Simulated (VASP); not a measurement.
# CsPt (F-43m) in VASP: density of states with PBE

Aim: the density of states of CsPt with PBE.

Everything below comes from runs of VASP 6.6.1. Logs are shortened: lines on timing, memory, paths and dates and some standing lists are left out, and cuts for length are marked.

### Step 1. The cell of the first run

It takes space group F-43m (No. 216, cubic). Conventional cell: a = 7.153 Å, b = 7.153 Å, c = 7.153 Å, α = 90.00°, β = 90.00°, γ = 90.00°. Cs (site symmetry -43m) has 4 Pt at 3.10 Å within 4.1 Å. Within 4.1 Å of Pt (site symmetry -43m) lie 4 Cs at 3.10 Å.

### Step 2. Density of states, PBE

File POSCAR:

```
CsPt
1.0
    0.0000000000      3.5766701851      3.5766701851
    3.5766701851      0.0000000000      3.5766701851
    3.5766701851      3.5766701851      0.0000000000
Cs Pt
1 1
Direct
    0.0000000000      0.0000000000      0.0000000000
    0.2500000000      0.2500000000      0.2500000000
```

File INCAR.step1:

```
  PREC = Accurate
  ENCUT = 520
  EDIFF = 1E-6
  ISMEAR = 0
  SIGMA = 0.1
  LREAL = F
  LASPH = T
  NELM = 80
  ALGO = Fast
  ISIF = 2
  LWAVE = F
  LCHARG = T
  LMAXMIX = 4
  GGA = PE
  NBANDS = 16
```

File KPOINTS.step1:

```
Automatic mesh
0
Gamma
  14 14 14
```

File INCAR.step2:

```
  PREC = Accurate
  ENCUT = 520
  EDIFF = 1E-6
  ISMEAR = -5
  SIGMA = 0.1
  LREAL = F
  LASPH = T
  NELM = 80
  ALGO = Fast
  ISIF = 2
  LWAVE = F
  LCHARG = F
  LMAXMIX = 4
  GGA = PE
  LORBIT = 10
  NBANDS = 16
  NEDOS = 2001
  ICHARG = 11
```

File KPOINTS.step2:

```
Automatic mesh
0
Gamma
  21 21 21
```

Potentials or basis: VASP PAW PBE potentials, release 64 (Cs_sv, Pt).

Run with:

```console
$ cat potpaw_PBE.64/Cs_sv/POTCAR potpaw_PBE.64/Pt/POTCAR > POTCAR
$ cp INCAR.step1 INCAR
$ cp KPOINTS.step1 KPOINTS
$ mpirun -np 1 vasp_std > vasp.out
$ cp INCAR.step2 INCAR
$ cp KPOINTS.step2 KPOINTS
$ mpirun -np 1 vasp_std > vasp.out
```

OUTCAR:

```text
PREC = Accurate
   ENCUT = 520
   EDIFF = 1E-6
   ISMEAR = -5
   LREAL = F
   LASPH = T
   NELM = 80
   ISIF = 2
   GGA = PE
   LORBIT = 10
   ICHARG = 11

 ion  position               nearest neighbor table
   1  0.000  0.000  0.000-   2 3.10   2 3.10   2 3.10   2 3.10
   2  0.250  0.250  0.250-   1 3.10   1 3.10   1 3.10   1 3.10

  LATTYP: Found a face centered cubic cell.
 ALAT       =     7.1533403702

  Lattice vectors:

 A1 = (   0.0000000000,   3.5766701851,   3.5766701851)
 A2 = (   3.5766701851,   0.0000000000,   3.5766701851)
 A3 = (   3.5766701851,   3.5766701851,   0.0000000000)

Analysis of symmetry for initial positions (statically):
=====================================================================
 Subroutine PRICEL returns:
 Original cell was already a primitive cell.

 Routine SETGRP: Setting up the symmetry group for a
 face centered cubic supercell.

 Subroutine GETGRP returns: Found 24 space group operations
 (whereof 24 operations were pure point group operations)
 out of a pool of 48 trial point group operations.

The static configuration has the point symmetry T_d .

Analysis of symmetry for dynamics (positions and initial velocities):
=====================================================================
 Subroutine PRICEL returns:
 Original cell was already a primitive cell.

 Routine SETGRP: Setting up the symmetry group for a
 face centered cubic supercell.

 Subroutine GETGRP returns: Found 24 space group operations
 (whereof 24 operations were pure point group operations)
 out of a pool of 48 trial point group operations.

The dynamic configuration has the point symmetry T_d .

 Subroutine INISYM returns: Found 24 space group operations
 (whereof 24 operations are pure point group operations),
 and found     1 'primitive' translations

----------------------------------------------------------------------------------------

                                     Primitive cell

  volume of cell :      91.5096

  direct lattice vectors                    reciprocal lattice vectors
     0.000000000  3.576670185  3.576670185    -0.139794830  0.139794830  0.139794830
     3.576670185  0.000000000  3.576670185     0.139794830 -0.139794830  0.139794830
     3.576670185  3.576670185  0.000000000     0.139794830  0.139794830 -0.139794830

  length of vectors
     5.058175484  5.058175484  5.058175484     0.242131748  0.242131748  0.242131748

  position of ions in fractional coordinates (direct lattice)
     0.000000000  0.000000000  0.000000000
     0.250000000  0.250000000  0.250000000

  ion indices of the primitive-cell ions
   primitive index   ion index
                 1           1
                 2           2

----------------------------------------------------------------------------------------

 KPOINTS: Automatic mesh

Automatic generation of k-mesh.
 Grid dimensions read from file:
 generate k-points for:   21   21   21

 Generating k-lattice:

  Cartesian coordinates                     Fractional coordinates (reciprocal lattice)
    -0.006656897  0.006656897  0.006656897     0.047619048  0.000000000  0.000000000
     0.006656897 -0.006656897  0.006656897     0.000000000  0.047619048  0.000000000
     0.006656897  0.006656897 -0.006656897     0.000000000  0.000000000  0.047619048

  Length of vectors
     0.011530083  0.011530083  0.011530083

  Shift w.r.t. Gamma in fractional coordinates (k-lattice)
     0.000000000  0.000000000  0.000000000

 TETIRR: Found   1276 inequivalent tetrahedra from    55566

 Subroutine IBZKPT returns following result:
 ===========================================

 Found    286 irreducible k-points:

 Following reciprocal coordinates:
            Coordinates               Weight
  0.000000  0.000000  0.000000      1.000000
  0.047619  0.000000  0.000000      8.000000
  0.095238  0.000000  0.000000      8.000000
  0.142857  0.000000  0.000000      8.000000
  0.190476  0.000000  0.000000      8.000000
  0.238095  0.000000  0.000000      8.000000
[... 16 lines left out ...]
 -0.428571  0.047619  0.000000     24.000000
 -0.380952  0.047619  0.000000     24.000000
 [... further k-points ...]
   k-points           NKPTS =    286   k-points in BZ     NKDIM =    286   number of bands    NBANDS=     16
   number of dos      NEDOS =   2001   number of ions     NIONS =      2
   total plane-waves  NPLWV =  64000
   dimension x,y,z NGX =    40 NGY =   40 NGZ =   40
   dimension x,y,z NGXF=    80 NGYF=   80 NGZF=   80
   ions per type =               1   1
   NGX,Y,Z   is equivalent  to a cutoff of  13.15, 13.15, 13.15 a.u.
   NGXF,Y,Z  is equivalent  to a cutoff of  26.29, 26.29, 26.29 a.u.
 SYSTEM =  unknown system
   PREC   = accura    normal or accurate (medium, high low for compatibility)
   ISTART =      0    job   : 0-new  1-cont  2-samecut
   ICHARG =     11    charge: 1-file 2-atom 10-const
   ISPIN  =      1    spin polarized calculation?
   LNONCOLLINEAR =      F non collinear calculations
   LSORBIT =      F    spin-orbit coupling
   LASPH  =      T    aspherical Exc in radial PAW
   ENCUT  =  520.0 eV  38.22 Ry    6.18 a.u.   9.40  9.40  9.40*2*pi/ulx,y,z
   NELM   =     80;   NELMIN=  2; NELMDL=  0     # of ELM steps
   EDIFF  = 0.1E-05   stopping-criterion for ELM
   LREAL  =      F    real-space projection
   EDIFFG = 0.1E-04   stopping-criterion for IOM
   NSW    =      0    number of steps for IOM
   IBRION =     -1    ionic relax: 0-MD 1-quasi-New 2-CG
   NFREE  =      0    steps in history (QN), initial steepest desc. (CG)
   ISIF   =      2    stress and relaxation
   ISYM   =      2    0-nonsym 1-usesym 2-fastsym
   POTIM  = 0.5000    time-step for ionic-motion
   TEBEG  =    0.0;   TEEND  =   0.0 temperature during run
   PSTRESS=    0.0 pullay stress
   NELECT =      19.0000    total number of electrons
   NUPDOWN=      -1.0000    fix difference up-down
   EMIN   =  10.00;   EMAX   =-10.00  energy-range for DOS
   EFERMI =   0.00;   METHOD = LEGACY
   ISMEAR =    -5;   SIGMA  =   0.10  broadening in eV -4-tet -1-fermi 0-gaus
   EFERMI_NEDOS =   21; number of points for ismear=-14 and -15
   IALGO  =     68    algorithm
   IMIX   =      4    mixing-type and parameters
     AMIX     =   0.40;   BMIX     =  1.00
     AMIX_MAG =   1.60;   BMIX_MAG =  1.00
  volume/ion in A,a.u.               =      45.75       308.77
  Fermi-wavevector in a.u.,A,eV,Ry     =   0.969402  1.831904 12.785936  0.939740
  Thomas-Fermi vector in A             =   2.099451
   LORBIT       =     10    0 simple, 1 ext, 2 COOP (PROOUT), +10 PAW based schemes
   GGA     = PE    functional components
   LHFCALC =     F    Hartree Fock is set to
   AEXX    =    0.0000 exact exchange contribution
   IVDW    =     0    specifies the selected vdW correction
   LEPSILON=     F    determine dielectric tensor
   LRPA    =     F    only Hartree local field effects (RPA)
 non-spin polarized calculation
 RMM-DIIS sequential band-by-band and
 Fermi weights with tetrahedron method with Bloechl corrections
  energy-cutoff  :      520.00
  volume of cell :       91.51
 maximum number of plane-waves:      2492
 NGX is ok and might be reduce to    40

 number of electron      19.0000002 magnetization

 Free energy of the ion-electron system (eV)
  ---------------------------------------------------
  ext. energy  EPLUGINS =         0.00000000
  ---------------------------------------------------
  free energy    TOTEN  =        -4.73867512 eV

  energy without entropy =       -4.73867512  energy(sigma->0) =       -4.73867512

 E-fermi :   0.6024     XC(G=0):  -7.5467

 val. band max:        0.5994092669   @ k =  -0.2381   0.2857   0.0952
 cond. band min:       0.6055273126   @ k =   0.4762   0.1905   0.0000
 fundamental gap:      0.0061180457
 Fermi energy:         0.6023570310

 k-point     1 :       0.0000    0.0000    0.0000
  band No.  band energies     occupation
      1     -20.3721      2.00000
      2      -7.2787      2.00000
      3      -7.2787      2.00000
      4      -7.2787      2.00000
      5      -0.9888      2.00000
      6      -0.0473      2.00000
[... 8 lines left out ...]
     15       8.0567      0.00000
     16       8.0567      0.00000

 k-point     2 :       0.0476    0.0000    0.0000
  band No.  band energies     occupation
      1     -20.3715      2.00000
      2      -7.2873      2.00000
      3      -7.2790      2.00000
      4      -7.2790      2.00000
      5      -0.9600      2.00000
      6      -0.0492      2.00000
[... 8 lines left out ...]
     15       8.0170      0.00000
     16       8.0170      0.00000

 k-point     3 :       0.0952    0.0000    0.0000
  band No.  band energies     occupation
      1     -20.3698      2.00000
      2      -7.3118      2.00000
      3      -7.2798      2.00000
      4      -7.2798      2.00000
      5      -0.8762      2.00000
      6      -0.0540      2.00000
[... 8 lines left out ...]
     15       7.9193      0.00000
     16       7.9193      0.00000

 k-point     4 :       0.1429    0.0000    0.0000
  band No.  band energies     occupation
      1     -20.3672      2.00000
      2      -7.3495      2.00000
      3      -7.2810      2.00000
      4      -7.2810      2.00000
      5      -0.7447      2.00000
      6      -0.0593      2.00000
[... 8 lines left out ...]
     15       7.8070      0.00000
     16       7.9834      0.00000
[... 324 lines left out ...]
 k-point    22 :      -0.4762    0.0476    0.0000
  band No.  band energies     occupation
      1     -20.3457      2.00000
      2      -7.6166      2.00000
      3      -7.2969      2.00000
      4      -7.2916      2.00000
      5      -0.0151      2.00000
      6       0.0095      2.00000
[... 8 lines left out ...]
     15       8.2920      0.00000
     16       8.3236      0.00000

 k-point    23 :      -0.4286    0.0476    0.0000
  band No.  band energies     occupation
      1     -20.3465      2.00000
      2      -7.6078      2.00000
      3      -7.2971      2.00000
      4      -7.2905      2.00000
      5      -0.0103      2.00000
      6      -0.0050      2.00000
[... 8 lines left out ...]
     15       8.1320      0.00000
     16       8.3014      0.00000

 k-point    24 :      -0.3810    0.0476    0.0000
  band No.  band energies     occupation
      1     -20.3483      2.00000
      2      -7.5863      2.00000
      3      -7.2966      2.00000
      4      -7.2889      2.00000
      5      -0.0346      2.00000
      6       0.0001      2.00000
[... 8 lines left out ...]
     15       7.9960      0.00000
     16       8.1813      0.00000

 [... further k-points ...]

------------------------ aborting loop because EDIFF is reached ----------------------------------------

  FORCE on cell =-STRESS in cart. coord.  units (eV):
  Direction    XX          YY          ZZ          XY          YZ          ZX
  --------------------------------------------------------------------------------------
  -------------------------------------------------------------------------------------
  Total        0.4030919      0.4030919      0.4030919      0.0000000      0.0000000     -0.0000000
  in kB        7.0574534      7.0574534      7.0574534      0.0000000      0.0000000     -0.0000000
  external PRESSURE =       7.0574534 kB  Pullay stress =       0.0000000 kB

 VOLUME and BASIS-vectors are now :
 -----------------------------------------------------------------------------
  energy-cutoff  :      520.00
  volume of cell :       91.51
      direct lattice vectors                 reciprocal lattice vectors
     0.000000000  3.576670185  3.576670185    -0.139794830  0.139794830  0.139794830
     3.576670185  0.000000000  3.576670185     0.139794830 -0.139794830  0.139794830
     3.576670185  3.576670185  0.000000000     0.139794830  0.139794830 -0.139794830

 POSITION                                       TOTAL-FORCE (eV/Angst)
 -----------------------------------------------------------------------------------
      0.00000      0.00000      0.00000        -0.000000     -0.000000     -0.000000
      1.78834      1.78834      1.78834         0.000000      0.000000      0.000000
 -----------------------------------------------------------------------------------
    total drift:                               -0.000000     -0.000000     -0.000000

  FREE ENERGIE OF THE ION-ELECTRON SYSTEM (eV)
  ---------------------------------------------------
  free  energy   TOTEN  =        -4.7386751155 eV

  energy  without entropy=       -4.7386751155  energy(sigma->0) =       -4.73867512

 total charge

# of ion       s       p       d       tot
------------------------------------------
    1        1.845   4.572   0.124   6.541
    2        0.558   0.050   8.510   9.118
--------------------------------------------------
tot          2.403   4.622   8.634  15.659
```

It took 11 min on 1 thread of Oxide Virtual Turin-like, shared host; peak memory 0.53 GiB.

Results:

* Valence electrons inside the program's atomic spheres: Cs 6.54; Pt 9.12

Caveat: spin-orbit coupling is left out, which moves the levels of the heavy elements; tetrahedron occupations give inexact forces and stress in metals.
